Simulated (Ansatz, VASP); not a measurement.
## Hf3N2: VASP beside Ansatz

POSCAR

```
Hf3N2
1.0
    1.5994260774      0.9234290764      7.7548432223
   -1.5994260774      0.9234290764      7.7548432223
    0.0000000000     -1.8468581527      7.7548432223
Hf N
3 2
Direct
    0.7794186600      0.7794186600      0.7794186600
    0.2205813400      0.2205813400      0.2205813400
    0.0000000000      0.0000000000      0.0000000000
    0.6119155300      0.6119155300      0.6119155300
    0.3880844700      0.3880844700      0.3880844700
```

The input INCAR.step1:

```
SYSTEM = Hf3N2
PREC = Accurate
ENCUT = 520
ISMEAR = 0
SIGMA = 0.1
LREAL = .False.
LASPH = .True.
NELM = 100
NBANDS = 28
GGA = PE
ALGO = Normal
EDIFF = 1E-4
LWAVE = .True.
LCHARG = .False.
LUSENCCL = .False.
```

Contents of INCAR.step2:

```
SYSTEM = Hf3N2
PREC = Accurate
ENCUT = 520
EDIFF = 1E-7
ISMEAR = 0
SIGMA = 0.1
LREAL = .False.
LASPH = .True.
NELM = 100
ALGO = Normal
ISIF = 2
LWAVE = .False.
LCHARG = .False.
METAGGA = R2SCAN
LMIXTAU = .True.
NBANDS = 28
ISTART = 1
LUSENCCL = .False.
```

Contents of KPOINTS:

```
Automatic mesh
0
Gamma
  12 12 12
  0 0 0
```

Input for Ansatz:

```yaml
crystal:
  lattice:
    - [1.5994260774, 0.9234290764, 7.7548432223]
    - [-1.5994260774, 0.9234290764, 7.7548432223]
    - [0.0, -1.8468581527, 7.7548432223]
  atoms:
    - { symbol: Hf, position: [0.77941866, 0.77941866, 0.77941866] }
    - { symbol: Hf, position: [0.22058134, 0.22058134, 0.22058134] }
    - { symbol: Hf, position: [0.0, 0.0, 0.0] }
    - { symbol: "N", position: [0.61191553, 0.61191553, 0.61191553] }
    - { symbol: "N", position: [0.38808447, 0.38808447, 0.38808447] }
basis: {}
kpoints:
  mp_grid: { grid: [12, 12, 12] }
hamiltonian:
  xc: r2scan
  pseudopotentials: { kind: paw, source: ansatz }
scf:
  occupations: { method: gaussian, width: 0.1 }
output:
  forces: true
  stress: true
  eigenvalues: true
```

Alike in both runs: task single point; functional r2SCAN; k mesh 12 × 12 × 12; occupations gaussian, width 0.1 eV; no spin polarisation.

|  | VASP | Ansatz |
| --- | --- | --- |
| version | VASP 6.6.1 | Ansatz 0.2.0 |
| potentials or method | VASP PAW PBE potentials, release 64 (Hf_pv, N) | scalar-relativistic, plane waves |
| plane-wave cutoff (eV) | 520 | 870 |
| valence electrons in the cell | 40 | 88 |

|  | VASP | Ansatz | Ansatz less VASP |
| --- | --- | --- | --- |
| gap on the k mesh at the Fermi level (eV) | none | none | - |
| pressure (GPa) | 0.1 | 2.0 | +1.94 |
| traceless stress, the component that is largest in VASP (GPa) | -0.17 | -0.30 | -0.137 |
| rms of the force components (eV/Å) | 0.035 | 0.047 | +0.0125 |

VASP's potentials were made for PBE, not for r2SCAN. Atom by atom the forces differ by 0.028 eV/Å (rms over components). A gap of «none» marks a metal or a gap that the smearing closes. VASP's potentials hold 40 valence electrons a cell and Ansatz's 88, so a difference there can come from the potentials and not from the codes.

Neither program's run includes spin-orbit coupling.
